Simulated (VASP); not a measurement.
# Ag (I4/mmm) in VASP: further runs

The runs below take Ag through single point, with PBEsol.

All numbers are computed with VASP 6.6.1; they aren't measurements. Logs are shortened: lines on timing, memory, paths and dates and some standing lists are left out, and cuts for length are marked.

**1. The cell of the first run**

It takes space group I4/mmm (No. 139, tetragonal). Conventional cell: a = 2.574 Å, b = 2.574 Å, c = 5.148 Å, α = 90.00°, β = 90.00°, γ = 90.00°. Within 3.4 Å of Ag (site symmetry 4/mmm) lie 12 Ag at 2.57 to 3.15 Å.

**2. Single point, PBEsol**

The input, INCAR:

```
ALGO     = Fast           # electronic algorithm
EDIFF    = 1E-7           # SCF threshold, eV
ENCUT    = 520            # plane-wave cutoff, eV
GGA      = PS             # functional
ISIF     = 2              # what is computed and relaxed
ISMEAR   = 0              # smearing method
LASPH    = True           # aspherical terms in the spheres
LCHARG   = False          # write CHGCAR
LREAL    = False          # projectors in reciprocal space
LWAVE    = False          # write WAVECAR
NBANDS   = 12             # bands
NELM     = 80             # most SCF steps
PREC     = Accurate       # precision mode
SIGMA    = 0.15           # smearing width, eV
```

The input, KPOINTS:

```
k-points
0
Gamma
  22 22 22
```

The input, POSCAR:

```
Ag
1.0
    0.0000000000      1.8202868037      2.5738855404
    1.8202868037      0.0000000000      2.5738855404
    1.8202868037      1.8202868037      0.0000000000
Ag
1
Direct
    0.0000000000      0.0000000000      0.0000000000
```

Potentials or basis: VASP PAW PBE potentials, release 64 (Ag).

Started as:

```
cat potpaw_PBE.64/Ag/POTCAR > POTCAR
mpirun -np 1 vasp_std > vasp.out
```

OUTCAR:

```text
EDIFF = 1E-7
   ENCUT = 520
   GGA = PS
   ISIF = 2
   ISMEAR = 0
   LASPH = True
   LREAL = False
   NELM = 80
   PREC = Accurate

 ion  position               nearest neighbor table
   1  0.000  0.000  0.000-

  LATTYP: Found a body centered tetragonal cell.
 ALAT       =     2.5742742852
 C/A-ratio  =     1.9996979772

  Lattice vectors:

 A1 = (  -1.8202868037,   0.0000000000,   2.5738855404)
 A2 = (   1.8202868037,   0.0000000000,   2.5738855404)
 A3 = (   0.0000000000,   1.8202868037,  -2.5738855404)

Analysis of symmetry for initial positions (statically):
=====================================================================
 Subroutine PRICEL returns:
 Original cell was already a primitive cell.

 Routine SETGRP: Setting up the symmetry group for a
 body centered tetragonal supercell.

 Subroutine GETGRP returns: Found 16 space group operations
 (whereof 16 operations were pure point group operations)
 out of a pool of 16 trial point group operations.

The static configuration has the point symmetry D_4h.

Analysis of symmetry for dynamics (positions and initial velocities):
=====================================================================
 Subroutine PRICEL returns:
 Original cell was already a primitive cell.

 Routine SETGRP: Setting up the symmetry group for a
 body centered tetragonal supercell.

 Subroutine GETGRP returns: Found 16 space group operations
 (whereof 16 operations were pure point group operations)
 out of a pool of 16 trial point group operations.

The dynamic configuration has the point symmetry D_4h.

 Subroutine INISYM returns: Found 16 space group operations
 (whereof 16 operations are pure point group operations),
 and found     1 'primitive' translations

----------------------------------------------------------------------------------------

                                     Primitive cell

  volume of cell :      17.0569

  direct lattice vectors                    reciprocal lattice vectors
     0.000000000  1.820286804  2.573885540    -0.274681989  0.274681989  0.194258832
     1.820286804  0.000000000  2.573885540     0.274681989 -0.274681989  0.194258832
     1.820286804  1.820286804  0.000000000     0.274681989  0.274681989 -0.194258832

  length of vectors
     3.152511828  3.152511828  2.574274285     0.434323479  0.434323479  0.434323479

  position of ions in fractional coordinates (direct lattice)
     0.000000000  0.000000000  0.000000000

  ion indices of the primitive-cell ions
   primitive index   ion index
                 1           1

----------------------------------------------------------------------------------------
[... 83 lines left out ...]
   EMIN   =  10.00;   EMAX   =-10.00  energy-range for DOS
   EFERMI =   0.00;   METHOD = LEGACY
   ISMEAR =     0;   SIGMA  =   0.15  broadening in eV -4-tet -1-fermi 0-gaus
   EFERMI_NEDOS =   21; number of points for ismear=-14 and -15
   IALGO  =     68    algorithm
   IMIX   =      4    mixing-type and parameters
     AMIX     =   0.40;   BMIX     =  1.00
     AMIX_MAG =   1.60;   BMIX_MAG =  1.00
  volume/ion in A,a.u.               =      17.06       115.11
  Fermi-wavevector in a.u.,A,eV,Ry     =   1.414402  2.672832 27.218893  2.000532
  Thomas-Fermi vector in A             =   2.535948
   LORBIT       =      0    0 simple, 1 ext, 2 COOP (PROOUT), +10 PAW based schemes
   GGA     = PS    functional components
   LHFCALC =     F    Hartree Fock is set to
   AEXX    =    0.0000 exact exchange contribution
   IVDW    =     0    specifies the selected vdW correction
   LEPSILON=     F    determine dielectric tensor
   LRPA    =     F    only Hartree local field effects (RPA)
 non-spin polarized calculation
 RMM-DIIS sequential band-by-band and
 Gauss-broadening in eV      SIGMA  =   0.15
  energy-cutoff  :      520.00
  volume of cell :       17.06
 maximum number of plane-waves:       482
   NGX = 11   NGY = 11   NGZ =  9

 number of electron      11.0000001 magnetization

 Free energy of the ion-electron system (eV)
  ---------------------------------------------------
  ext. energy  EPLUGINS =         0.00000000
  ---------------------------------------------------
  free energy    TOTEN  =        -3.01366361 eV

  energy without entropy =       -3.01106833  energy(sigma->0) =       -3.01236597

 E-fermi :   8.2285     XC(G=0): -12.3707

 val. band max:        8.2070700068   @ k =  -0.2727   0.0455   0.2727
 cond. band min:       8.2560079263   @ k =  -0.1818   0.2727   0.1364
 fundamental gap:      0.0489379195
 Fermi energy:         8.2285440902

 k-point     1 :       0.0000    0.0000    0.0000
  band No.  band energies     occupation
      1       0.4105      2.00000
      2       1.8482      2.00000
      3       3.0088      2.00000
      4       4.4700      2.00000
      5       4.4700      2.00000
      6       5.5122      2.00000
      7      22.8637      0.00000
      8      25.8595      0.00000
      9      29.4301      0.00000
     10      29.4301      0.00000
     11      29.6256      0.00000
     12      30.6715      0.00000
[... 331 lines left out ...]
 k-point    24 :      -0.4545    0.0455    0.0000
  band No.  band energies     occupation
      1       1.8927      2.00000
      2       2.4287      2.00000
      3       4.2021      2.00000
      4       5.1646      2.00000
      5       5.2449      2.00000
      6       8.1876      1.30037
      7      12.5594      0.00000
      8      18.9587      0.00000
      9      26.2237      0.00000
     10      28.2591      0.00000
     11      31.0478      0.00000
     12      35.3097      0.00000

 [... further k-points ...]

------------------------ aborting loop because EDIFF is reached ----------------------------------------

  FORCE on cell =-STRESS in cart. coord.  units (eV):
  Direction    XX          YY          ZZ          XY          YZ          ZX
  --------------------------------------------------------------------------------------
  -------------------------------------------------------------------------------------
  Total        1.7916370      1.7916370     -1.4489581      0.0000000     -0.0000000      0.0000000
  in kB      168.2913274    168.2913274   -136.1029484      0.0000000     -0.0000000      0.0000000
  external PRESSURE =      66.8265688 kB  Pullay stress =       0.0000000 kB

 VOLUME and BASIS-vectors are now :
 -----------------------------------------------------------------------------
  energy-cutoff  :      520.00
  volume of cell :       17.06
      direct lattice vectors                 reciprocal lattice vectors
     0.000000000  1.820286804  2.573885540    -0.274681989  0.274681989  0.194258832
     1.820286804  0.000000000  2.573885540     0.274681989 -0.274681989  0.194258832
     1.820286804  1.820286804  0.000000000     0.274681989  0.274681989 -0.194258832

 POSITION                                       TOTAL-FORCE (eV/Angst)
 -----------------------------------------------------------------------------------
      0.00000      0.00000      0.00000         0.000000     -0.000000      0.000000
 -----------------------------------------------------------------------------------
    total drift:                                0.000000      0.000000     -0.000000

  FREE ENERGIE OF THE ION-ELECTRON SYSTEM (eV)
  ---------------------------------------------------
  free  energy   TOTEN  =        -3.0136636115 eV

  energy  without entropy=       -3.0110683285  energy(sigma->0) =       -3.01236597
```

Wall time 3 min (1 thread of Intel Xeon 8259CL, shared host); peak memory 0.28 GiB.

What came out:

```yaml
Free_energy: -3.0137 eV
Pressure: 6.7 GPa
Band_gap_on_the_k_mesh: zero (an odd number of electrons rules out a gap without spin polarisation)
```

Stress tensor (GPa, compression positive):
```
 16.83   0.00   0.00
  0.00  16.83   0.00
  0.00   0.00 -13.61
```

Levels at points of the mesh, in eV from the Fermi level:
```tsv
k point	band 3	band 4	band 5	band 6	band 7	band 8	band 9	band 10
(0.00, 0.00, 0.00)	-5.22	-3.76	-3.76	-2.72	14.64	17.63	21.20	21.20
(0.50, 0.00, 0.00)	-4.03	-3.06	-2.87	-0.13	4.24	10.97	17.79	19.92
(0.50, 0.50, 0.00)	-2.87	-2.87	-2.60	-1.28	1.82	15.25	15.25	21.34
(0.50, 0.00, 0.50)	-3.91	-3.21	-1.63	3.93	9.53	9.75	9.85	15.91
```

Caveat: the cell stands under pressure; the PAW data sets were made with another functional, which shifts forces and pressure a little.

**3. Single point, PBEsol**

This run uses another cell than the first one, of the same volume but with other edges.

The input, INCAR:

```
SYSTEM = Ag
ALGO = Fast
EDIFF = 1E-6
ENCUT = 520
GGA = PS
ISIF = 2
ISMEAR = 0
LASPH = .TRUE.
LCHARG = .FALSE.
LREAL = .FALSE.
LWAVE = .FALSE.
NBANDS = 12
NELM = 100
PREC = Accurate
SIGMA = 0.15
```

The input, KPOINTS:

```
k-points
0
G
  22 22 22
  0 0 0
```

The input, POSCAR:

```
Ag
1.0
    0.0000000000      2.1568336399      1.8333085939
    2.1568336399      0.0000000000      1.8333085939
    2.1568336399      2.1568336399      0.0000000000
Ag
1
Direct
    0.0000000000      0.0000000000      0.0000000000
```

Potentials or basis: VASP PAW PBE potentials, release 64 (Ag).

Started as:

```
cat potpaw_PBE.64/Ag/POTCAR > POTCAR
mpirun -np 1 vasp_std > vasp.out
```

OUTCAR:

```text
SYSTEM = Ag
   EDIFF = 1E-6
   ENCUT = 520
   GGA = PS
   ISIF = 2
   ISMEAR = 0
   LASPH = .TRUE.
   LREAL = .FALSE.
   NELM = 100
   PREC = Accurate

 ion  position               nearest neighbor table
   1  0.000  0.000  0.000-

  LATTYP: Found a body centered tetragonal cell.
 ALAT       =     3.0502233853
 C/A-ratio  =     1.2020815280

  Lattice vectors:

 A1 = (   0.0000000000,  -2.1568336399,  -1.8333085939)
[... 539 lines left out ...]
      9      24.2306      0.00000
     10      28.3292      0.00000
     11      29.7296      0.00000
     12      31.1096      0.00000

 [... further k-points ...]

------------------------ aborting loop because EDIFF is reached ----------------------------------------

  FORCE on cell =-STRESS in cart. coord.  units (eV):
  Direction    XX          YY          ZZ          XY          YZ          ZX
  --------------------------------------------------------------------------------------
  -------------------------------------------------------------------------------------
  Total       -0.3170047     -0.3170047     -0.0798839      0.0000000      0.0000000      0.0000000
  in kB      -29.7767606    -29.7767606     -7.5036250      0.0000000      0.0000000      0.0000000
  external PRESSURE =     -22.3523821 kB  Pullay stress =       0.0000000 kB

 VOLUME and BASIS-vectors are now :
 -----------------------------------------------------------------------------
  energy-cutoff  :      520.00
  volume of cell :       17.06
      direct lattice vectors                 reciprocal lattice vectors
     0.000000000  2.156833640  1.833308594    -0.231821310  0.231821310  0.272730953
     2.156833640  0.000000000  1.833308594     0.231821310 -0.231821310  0.272730953
     2.156833640  2.156833640  0.000000000     0.231821310  0.231821310 -0.272730953

 POSITION                                       TOTAL-FORCE (eV/Angst)
 -----------------------------------------------------------------------------------
      0.00000      0.00000      0.00000        -0.000000      0.000000      0.000000
 -----------------------------------------------------------------------------------
    total drift:                                0.000000     -0.000000     -0.000000

  FREE ENERGIE OF THE ION-ELECTRON SYSTEM (eV)
  ---------------------------------------------------
  free  energy   TOTEN  =        -3.2880008606 eV

  energy  without entropy=       -3.2847925734  energy(sigma->0) =       -3.28639672
```

OSZICAR:

```text
N       E                     dE             d eps       ncg     rms          rms(c)
DAV:   1     0.512647336598E+02    0.51265E+02   -0.54763E+03 20216   0.829E+02
DAV:   2    -0.283416798896E+01   -0.54099E+02   -0.51246E+02 23140   0.193E+02
DAV:   3    -0.363565636933E+01   -0.80149E+00   -0.80076E+00 23540   0.250E+01
DAV:   4    -0.363803870206E+01   -0.23823E-02   -0.23822E-02 22744   0.142E+00
DAV:   5    -0.363805697955E+01   -0.18277E-04   -0.18277E-04 23408   0.112E-01    0.555E+00
RMM:   6    -0.330113777576E+01    0.33692E+00   -0.51659E-01 20213   0.647E+00    0.329E+00
RMM:   7    -0.329197999195E+01    0.91578E-02   -0.10189E-02 22518   0.114E+00    0.194E+00
RMM:   8    -0.328801679480E+01    0.39632E-02   -0.82673E-04 23357   0.296E-01    0.212E-01
RMM:   9    -0.328800264030E+01    0.14155E-04   -0.12053E-04 24496   0.941E-02    0.590E-02
RMM:  10    -0.328800045442E+01    0.21859E-05   -0.21306E-05 24556   0.361E-02    0.230E-02
RMM:  11    -0.328800086060E+01   -0.40618E-06   -0.56088E-06 20883   0.147E-02
   1 F= -.32880009E+01 E0= -.32863967E+01  d E =-.320829E-02
```

Wall time 3.2 min (1 thread of Intel Xeon 8259CL, shared host); peak memory 0.28 GiB.

Results:

| Property | Result |
| --- | --- |
| Free energy | -3.2880 eV |
| Pressure | -2.2 GPa |
| Band gap on the k mesh | zero (an odd number of electrons rules out a gap without spin polarisation) |

Stress tensor (GPa, compression positive):
```
-2.98  0.00  0.00
 0.00 -2.98  0.00
 0.00  0.00 -0.75
```

Caveat: the PAW data sets were made with another functional, which shifts forces and pressure a little.

**4. Single point, PBEsol**

This run uses another cell than the first one, of the same volume but with other edges.

The input, INCAR:

```
PREC = Accurate
ENCUT = 520
EDIFF = 1E-6
ISMEAR = 0
SIGMA = 0.15
LREAL = F
LASPH = T
NELM = 60
ALGO = Fast
ISIF = 2
LWAVE = F
LCHARG = F
GGA = PS
NBANDS = 12
```

The input, KPOINTS:

```
regular mesh
0
Gamma
  22 22 22
```

The input, POSCAR:

```
Ag
1.0
    0.0000000000      1.9226307106      2.3071568527
    1.9226307106      0.0000000000      2.3071568527
    1.9226307106      1.9226307106      0.0000000000
Ag
1
Direct
    0.0000000000      0.0000000000      0.0000000000
```

Started as:

```
cat potpaw_PBE.64/Ag/POTCAR > POTCAR
mpirun -np 1 vasp_std > vasp.out
```

Wall time 2.5 min (1 thread of Intel Xeon 8259CL, shared host); peak memory 0.27 GiB.

The run converged. Its results:

```
Free energy            : -3.2449 eV
Pressure               : -0.9 GPa
Band gap on the k mesh : zero (an odd number of electrons rules out a gap without spin polarisation)
```

Stress tensor (GPa, compression positive):
```
 2.76  0.00  0.00
 0.00  2.76  0.00
 0.00  0.00 -8.22
```

Levels at points of the mesh, in eV from the Fermi level:
| k point | band 2 | band 3 | band 4 | band 5 | band 6 | band 7 | band 8 | band 9 | band 10 | band 11 |
| --- | --- | --- | --- | --- | --- | --- | --- | --- | --- | --- |
| (0.00, 0.00, 0.00) | -5.61 | -4.50 | -4.31 | -4.31 | -3.20 | 16.44 | 17.75 | 20.35 | 20.35 | 23.90 |
| (0.50, 0.00, 0.00) | -5.35 | -4.32 | -3.14 | -2.81 | -0.40 | 3.72 | 13.22 | 18.14 | 20.07 | 20.16 |
| (0.50, 0.50, 0.00) | -6.45 | -2.87 | -2.84 | -2.84 | -0.24 | 3.91 | 12.89 | 12.89 | 19.25 | 19.40 |
| (0.50, 0.00, 0.50) | -6.17 | -3.29 | -3.12 | -2.24 | 2.66 | 8.26 | 9.77 | 9.81 | 16.30 | 16.60 |

Caveat: the PAW data sets were made with another functional, which shifts forces and pressure a little.

(Part 1 of 2 ends here.)
